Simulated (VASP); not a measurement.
A run of VASP 6.6.1 is set up as follows.

The input INCAR:

```
SYSTEM = CaO
  ALGO = Normal
  EDIFF = 1E-6
  ENCUT = 520
  GGA = PE
  ISIF = 2
  ISMEAR = 0
  LASPH = .TRUE.
  LCHARG = .FALSE.
  LREAL = .FALSE.
  LWAVE = .FALSE.
  NBANDS = 15
  NELM = 80
  PREC = Accurate
  SIGMA = 0.02
```

The input KPOINTS:

```
k-points
0
G
  8 8 8
  0 0 0
```

The input POSCAR:

```
CaO
1.0
    0.0000000000      2.4155243932      2.4155243932
    2.4155243932      0.0000000000      2.4155243932
    2.4155243932      2.4155243932      0.0000000000
Ca O
1 1
Direct
    0.0000000000      0.0000000000      0.0000000000
    0.5000000000      0.5000000000      0.5000000000
```

Potentials or basis: VASP PAW PBE potentials, release 64 (Ca_sv, O).

Command:

```sh
$ cat potpaw_PBE.64/Ca_sv/POTCAR potpaw_PBE.64/O/POTCAR > POTCAR
$ mpirun -np 1 vasp_std > vasp.out
```

What does it give for the pressure?

0.5 GPa.

Predict the band gap on the k mesh.

3.64 eV, indirect (least direct gap 4.02 eV).

A k mesh can miss the band edges. Expect the measured gap to be larger: semilocal functionals such as PBE lack the derivative discontinuity.
